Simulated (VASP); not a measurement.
# Sn (Im-3m) in VASP: single point with r2SCAN

Aim: the single point of Sn with r2SCAN.

All numbers are computed with VASP 6.6.1; they aren't measurements. Logs are shortened: lines on timing, memory, paths and dates and some standing lists are left out, and cuts for length are marked.

### 1 The cell of the first run

It takes space group Im-3m (No. 229, cubic). The conventional cell has a = 3.783 Å, b = 3.783 Å, c = 3.783 Å, α = 90.00°, β = 90.00°, γ = 90.00°. Sn (site symmetry m-3m) has 14 Sn at 3.28 to 3.78 Å within 4.3 Å.

This isn't the form of Sn at room conditions, which is tetragonal (white tin).

### 2 Single point, r2SCAN

POSCAR reads:

```
Sn
1.0
   -1.8912857998      1.8912857998      1.8912857998
    1.8912857998     -1.8912857998      1.8912857998
    3.7825715996      3.7825715996      0.0000000000
Sn
2
Direct
    0.0000000000      0.0000000000      0.0000000000
    0.5000000000      0.5000000000      0.5000000000
```

INCAR.step1 reads:

```
ALGO = Normal ; EDIFF = 1E-4
ENCUT = 520 ; GGA = PE
ISMEAR = 0 ; LASPH = T
LCHARG = F ; LREAL = F
LWAVE = T ; NBANDS = 21
NELM = 100 ; PREC = Accurate
SIGMA = 0.15
```

INCAR.step2 reads:

```
ALGO = Normal ; EDIFF = 1E-7
ENCUT = 520 ; ISIF = 2
ISMEAR = 0 ; ISTART = 1
LASPH = T ; LCHARG = F
LMIXTAU = T ; LREAL = F
LWAVE = F ; METAGGA = R2SCAN
NBANDS = 21 ; NELM = 100
PREC = Accurate ; SIGMA = 0.15
```

KPOINTS reads:

```
k-points
0
Gamma
  20 20 12
```

Potentials or basis: VASP PAW PBE potentials, release 64 (Sn_d).

On the command line:

```bash
> cat potpaw_PBE.64/Sn_d/POTCAR > POTCAR
> cp INCAR.step1 INCAR
> mpirun -np 1 vasp_std > vasp.out
> cp INCAR.step2 INCAR
> mpirun -np 1 vasp_std > vasp.out
```

OUTCAR:

```text
EDIFF = 1E-7
   ENCUT = 520
   ISIF = 2
   ISMEAR = 0
   ISTART = 1
   LASPH = T
   LREAL = F
   METAGGA = R2SCAN
   NELM = 100
   PREC = Accurate

 ion  position               nearest neighbor table
   1  0.000  0.000  0.000-   2 3.28   2 3.28   2 3.28   2 3.28
   2  0.500  0.500  0.500-   1 3.28   1 3.28   1 3.28   1 3.28

  LATTYP: Found a base centered orthorhombic cell.
 ALAT       =     3.7825715996
 B/A-ratio  =     1.4142135624
 C/A-ratio  =     1.4142135624

  Lattice vectors:

 A1 = (  -1.8912857998,   1.8912857998,   1.8912857998)
 A2 = (   1.8912857998,  -1.8912857998,   1.8912857998)
 A3 = (   3.7825715996,   3.7825715996,   0.0000000000)

Analysis of symmetry for initial positions (statically):
=====================================================================
 Subroutine PRICEL returns following result:

  LATTYP: Found a body centered cubic cell.
 ALAT       =     3.7825715996

  Lattice vectors:

 A1 = (  -1.8912857998,   1.8912857998,  -1.8912857998)
 A2 = (  -1.8912857998,  -1.8912857998,   1.8912857998)
 A3 = (   1.8912857998,   1.8912857998,   1.8912857998)

   2 primitive cells build up your supercell.

 Routine SETGRP: Setting up the symmetry group for a
 base centered orthorhombic supercell.

 Subroutine GETGRP returns: Found  8 space group operations
 (whereof  8 operations were pure point group operations)
 out of a pool of  8 trial point group operations.

The static configuration has the point symmetry D_2h.

Analysis of symmetry for dynamics (positions and initial velocities):
=====================================================================
 Subroutine PRICEL returns following result:

  LATTYP: Found a body centered cubic cell.
 ALAT       =     3.7825715996

  Lattice vectors:

 A1 = (  -1.8912857998,   1.8912857998,  -1.8912857998)
 A2 = (  -1.8912857998,  -1.8912857998,   1.8912857998)
 A3 = (   1.8912857998,   1.8912857998,   1.8912857998)

   2 primitive cells build up your supercell.

 Routine SETGRP: Setting up the symmetry group for a
 base centered orthorhombic supercell.

 Subroutine GETGRP returns: Found  8 space group operations
 (whereof  8 operations were pure point group operations)
 out of a pool of  8 trial point group operations.

The dynamic configuration has the point symmetry D_2h.

 Subroutine INISYM returns: Found  8 space group operations
[... 82 lines left out ...]
   ions per type =               2
   NGX,Y,Z   is equivalent  to a cutoff of  12.18, 12.18, 12.43 a.u.
   NGXF,Y,Z  is equivalent  to a cutoff of  24.36, 24.36, 24.86 a.u.
 SYSTEM =  unknown system
   PREC   = accura    normal or accurate (medium, high low for compatibility)
   ISTART =      1    job   : 0-new  1-cont  2-samecut
   ICHARG =      0    charge: 1-file 2-atom 10-const
   ISPIN  =      1    spin polarized calculation?
   LNONCOLLINEAR =      F non collinear calculations
   LSORBIT =      F    spin-orbit coupling
   LASPH  =      T    aspherical Exc in radial PAW
   ENCUT  =  520.0 eV  38.22 Ry    6.18 a.u.   6.09  6.09  9.95*2*pi/ulx,y,z
   NELM   =    100;   NELMIN=  2; NELMDL=  0     # of ELM steps
   EDIFF  = 0.1E-06   stopping-criterion for ELM
   LREAL  =      F    real-space projection
   EDIFFG = 0.1E-05   stopping-criterion for IOM
   NSW    =      0    number of steps for IOM
   IBRION =     -1    ionic relax: 0-MD 1-quasi-New 2-CG
   NFREE  =      0    steps in history (QN), initial steepest desc. (CG)
   ISIF   =      2    stress and relaxation
   ISYM   =      2    0-nonsym 1-usesym 2-fastsym
   POTIM  = 0.5000    time-step for ionic-motion
   TEBEG  =    0.0;   TEEND  =   0.0 temperature during run
   PSTRESS=    0.0 pullay stress
   NELECT =      28.0000    total number of electrons
   NUPDOWN=      -1.0000    fix difference up-down
   EMIN   =  10.00;   EMAX   =-10.00  energy-range for DOS
   EFERMI =   0.00;   METHOD = LEGACY
   ISMEAR =     0;   SIGMA  =   0.15  broadening in eV -4-tet -1-fermi 0-gaus
   EFERMI_NEDOS =   21; number of points for ismear=-14 and -15
   IALGO  =     38    algorithm
   IMIX   =      4    mixing-type and parameters
     AMIX     =   0.40;   BMIX     =  1.00
     AMIX_MAG =   1.60;   BMIX_MAG =  1.00
  volume/ion in A,a.u.               =      27.06       182.61
  Fermi-wavevector in a.u.,A,eV,Ry     =   1.314237  2.483548 23.500239  1.727219
  Thomas-Fermi vector in A             =   2.444504
   LORBIT       =      0    0 simple, 1 ext, 2 COOP (PROOUT), +10 PAW based schemes
   METAGGA = R2SCAN    functional components
   LHFCALC =     F    Hartree Fock is set to
   AEXX    =    0.0000 exact exchange contribution
   IVDW    =     0    specifies the selected vdW correction
   LEPSILON=     F    determine dielectric tensor
   LRPA    =     F    only Hartree local field effects (RPA)
 non-spin polarized calculation
 Gauss-broadening in eV      SIGMA  =   0.15
  energy-cutoff  :      520.00
  volume of cell :       54.12
 maximum number of plane-waves:      1478
   NGX = 13   NGY = 13   NGZ = 19

 number of electron      28.0000002 magnetization

 Free energy of the ion-electron system (eV)
  ---------------------------------------------------
  ext. energy  EPLUGINS =         0.00000000
  ---------------------------------------------------
  free energy    TOTEN  =       -49.00867998 eV

  energy without entropy =      -48.99632875  energy(sigma->0) =      -49.00250436

 E-fermi :   8.0788     XC(G=0): -11.2864

 val. band max:        8.0773922004   @ k =   0.2000   0.0500   0.1667
 cond. band min:       8.0799097690   @ k =   0.5000   0.4500   0.0833
 fundamental gap:      0.0025175686
 Fermi energy:         8.0788058023

 k-point     1 :       0.0000    0.0000    0.0000
  band No.  band energies     occupation
      1     -14.2372      2.00000
      2     -14.1871      2.00000
      3     -14.1867      2.00000
      4     -14.1864      2.00000
      5     -14.1691      2.00000
      6     -14.0418      2.00000
[... 565 lines left out ...]
     20      19.7044      0.00000
     21      19.8088      0.00000

 [... further k-points ...]
[... 5 lines left out ...]
  --------------------------------------------------------------------------------------
  -------------------------------------------------------------------------------------
  Total       -0.1115617     -0.1115617     -0.1039900     -0.0195385     -0.0000000      0.0000000
  in kB       -3.3026635     -3.3026635     -3.0785097     -0.5784150     -0.0000000      0.0000000
  external PRESSURE =      -3.2279456 kB  Pullay stress =       0.0000000 kB

 VOLUME and BASIS-vectors are now :
 -----------------------------------------------------------------------------
  energy-cutoff  :      520.00
  volume of cell :       54.12
      direct lattice vectors                 reciprocal lattice vectors
    -1.891285800  1.891285800  1.891285800    -0.132185204  0.132185204  0.264370409
     1.891285800 -1.891285800  1.891285800     0.132185204 -0.132185204  0.264370409
     3.782571600  3.782571600  0.000000000     0.132185204  0.132185204  0.000000000

 POSITION                                       TOTAL-FORCE (eV/Angst)
 -----------------------------------------------------------------------------------
      0.00000      0.00000      0.00000         0.000000      0.000000      0.000000
      1.89129      1.89129      1.89129        -0.000000     -0.000000     -0.000000
 -----------------------------------------------------------------------------------
    total drift:                               -0.000000     -0.000000      0.000000

  FREE ENERGIE OF THE ION-ELECTRON SYSTEM (eV)
  ---------------------------------------------------
  free  energy   TOTEN  =       -49.0086799761 eV

  energy  without entropy=      -48.9963287465  energy(sigma->0) =      -49.00250436
```

OUTCAR.step1:

```text
EDIFF = 1E-4
   ENCUT = 520
   GGA = PE
   ISMEAR = 0
   LASPH = T
[... 816 lines left out ...]
 -----------------------------------------------------------------------------------
      0.00000      0.00000      0.00000         0.000000      0.000000      0.000000
      1.89129      1.89129      1.89129        -0.000000     -0.000000     -0.000000
 -----------------------------------------------------------------------------------
    total drift:                               -0.000000     -0.000000      0.000000

  FREE ENERGIE OF THE ION-ELECTRON SYSTEM (eV)
  ---------------------------------------------------
  free  energy   TOTEN  =        -7.5515418626 eV

  energy  without entropy=       -7.5379756302  energy(sigma->0) =       -7.54475875
```

Run time: 44 min. Hardware: 1 thread of Oxide Virtual Turin-like, shared host; peak memory 0.69 GiB.

Results:

* Free energy: -49.0087 eV
* Pressure: -0.3 GPa
* Band gap on the k mesh: zero (bands 14 and 15 overlap by 6.99 eV)

Caveat: the PAW data sets were made with another functional, which shifts forces and pressure a little; spin-orbit coupling is left out, which moves the levels of the heavy elements.
